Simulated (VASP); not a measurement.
Crystal: Pt.

```
CELL_PARAMETERS angstrom
-1.58422 1.58422 1.58422
1.58422 -1.58422 1.58422
1.58422 1.58422 -1.58422
ATOMIC_POSITIONS crystal
Pt 0.00000 0.00000 0.00000
```

* Program: VASP 6.6.1
* Task: relaxation of cell and atoms
* Functional: RPBE
* Dispersion: D4
* Potentials or basis: VASP PAW PBE potentials, release 64 (Pt)
* Cutoff: 600 eV
* k mesh: 12 × 12 × 12
* Occupations: fermi-dirac, width 0.05 eV
* Spin: no spin polarisation

At the start: pressure -10.6 GPa; volume 15.90 Å³/atom.

Question: How do energy, volume and symmetry change on relaxing?

Answer: Over 8 steps the energy falls by 24.0 meV/atom and the volume is 15.22 Å³/atom (-4.3 %); space group Im-3m (No. 229, to 0.05 Å).

The path:
```csv
step,energy change (eV),largest force (eV/Å),pressure (GPa),volume (Å³)
1,0.0000,0.0000,-10.61,15.90
2,0.1577,0.0000,40.62,13.60
3,-0.0240,0.0000,-0.18,15.24
4,-0.0240,0.0000,-0.25,15.23
5,0.0171,0.0000,16.89,14.40
6,-0.0240,0.0000,0.21,15.21
7,-0.0239,0.0000,-0.70,15.25
8,-0.0240,0.0000,-0.10,15.22
```

Final structure:
```
Pt
1.0
    -1.56115    1.56115    1.56115
     1.56115   -1.56115    1.56115
     1.56115    1.56115   -1.56115
Pt
1
Cartesian
  0.0000 0.0000 0.0000
```

Caveat: the PAW data sets were made with another functional, which shifts forces and pressure a little; pairwise dispersion overbinds metals, which lowers pressure and volume.
